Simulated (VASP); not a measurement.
A run of VASP 6.6.1 is set up as follows.

Contents of INCAR:

```
SYSTEM = PrAs3Au2
ALGO     = Normal         ! electronic algorithm
EDIFF    = 1E-7           ! SCF threshold, eV
EDIFFG   = -0.04          ! ionic threshold
ENCUT    = 500            ! plane-wave cutoff, eV
GGA      = PE             ! functional
GGA_COMPAT= .False.      
IBRION   = 2              ! ionic algorithm
ISIF     = 3              ! what is computed and relaxed
ISMEAR   = 0              ! smearing method
LASPH    = .True.         ! aspherical terms in the spheres
LCHARG   = .False.        ! write CHGCAR
LMAXMIX  = 6              ! l up to which the mixer works
LREAL    = .False.        ! projectors in reciprocal space
LWAVE    = .False.        ! write WAVECAR
NELM     = 200            ! most SCF steps
NELMIN   = 4            
NSW      = 90             ! ionic steps
PREC     = Accurate       ! precision mode
SIGMA    = 0.1            ! smearing width, eV
```

Contents of KPOINTS:

```
k-points
0
Gamma
  4 4 2
  0 0 0
```

File POSCAR:

```
PrAs3Au2
1.0
    3.9001192200      0.0000000000      0.0000000000
    0.0000000000      3.9001192200      0.0000000000
    0.0000000000      0.0000000000      8.2798995800
Pr As Au
1 3 2
Direct
    0.0000000000      0.0000000000      0.6251500200
    0.5000000000      0.0000000000      0.9985610200
    0.0000000000      0.5000000000      0.9985610200
    0.5000000000      0.5000000000      0.3788870000
    0.5000000000      0.5000000000      0.7286009800
    0.0000000000      0.0000000000      0.2702390000
```

Potentials or basis: VASP PAW PBE potentials, release 64 (Pr_3, As, Au), 4f in core.

Command:

```sh
$ cat potpaw_PBE.64/Pr_3/POTCAR potpaw_PBE.64/As/POTCAR potpaw_PBE.64/Au/POTCAR > POTCAR
$ mpirun -np 1 vasp_std > vasp.out
```

Question: Estimate the relaxed cell.

Answer: a = 4.264 Å, b = 4.264 Å, c = 7.638 Å, α = 90.00°, β = 90.00°, γ = 90.00°.

Question: What does it give for the relaxed volume?

Answer: 23.15 Å³/atom.

Question: Predict the space group after relaxing (to 0.1 Å).

Answer: P4mm (No. 99).

Step by step:
```tsv
step	energy change (eV)	largest force (eV/Å)	pressure (GPa)	volume (Å³)
1	0.0000	1.1656	6.77	125.94
2	-0.3237	0.7020	-4.10	142.68
3	-0.3573	0.5803	-1.95	138.24
4	-0.5688	0.8452	-1.23	136.58
5	-0.2686	3.5016	5.61	130.54
6	-0.6563	1.0145	-0.07	135.00
7	-0.6643	1.3057	0.57	134.31
8	-0.7853	1.0068	0.84	134.40
9	-0.8189	0.7200	1.72	134.41
10	-0.8238	0.7877	1.44	134.42
11	-0.8679	0.4128	-1.12	138.26
12	-0.8686	0.3914	-0.85	137.81
13	-0.8896	0.3346	-0.13	136.53
14	-0.8984	0.5309	0.77	135.10
15	-0.9142	0.5394	0.62	135.34
16	-0.9544	0.5131	0.34	136.07
17	-0.9539	1.1792	0.44	137.52
18	-0.9699	0.8018	0.28	136.75
19	-1.0018	0.5602	-0.29	137.86
20	-1.0211	0.2342	-0.97	139.52
21	-1.0318	0.1816	0.90	136.89
22	-1.0336	0.1484	0.36	137.60
23	-1.0387	0.1122	0.20	138.12
24	-1.0408	0.0950	0.02	138.71
25	-1.0420	0.0364	0.00	138.88
```

Caveat: the k points lie up to 0.41 Å⁻¹ apart in the final cell, too coarse for converged energies and pressures of a metal; spin-orbit coupling is left out, which moves the levels of the heavy elements; the 4f electrons are frozen in the core, so they carry no moment and show no levels. Spin polarisation is off, so any magnetic state and its effect on volume and gap are missing.
